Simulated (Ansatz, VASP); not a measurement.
Two plane-wave programs on ZnS

```
CELL_PARAMETERS angstrom
0.00000 2.72179 2.72179
2.72179 0.00000 2.72179
2.72179 2.72179 0.00000
ATOMIC_POSITIONS crystal
Zn 0.00000 0.00000 0.00000
S 0.75000 0.75000 0.75000
```

Alike in both runs: task single point; functional PBE0; k mesh 6 × 6 × 6; no spin polarisation.

```csv
,VASP,Ansatz
version,VASP 6.6.1,Ansatz 0.2.0
potentials or method,"VASP PAW PBE potentials, release 64 (Zn, S), cutoff 400 eV","scalar-relativistic, plane waves, PAW"
occupations,"gaussian, width 0.01 eV",fixed
valence electrons in the cell,18,18
```

|  | VASP | Ansatz | Ansatz less VASP |
| --- | --- | --- | --- |
| gap on the k mesh at the Fermi level (eV) | 3.90 | 3.89 | -0.008 |
| least direct gap on the mesh (eV) | 3.90 | 3.89 | -0.008 |
| pressure (GPa) | -1.3 | -1.0 | +0.33 |

Ansatz's warnings: stress exchange threshold loose, stress scf threshold loose.
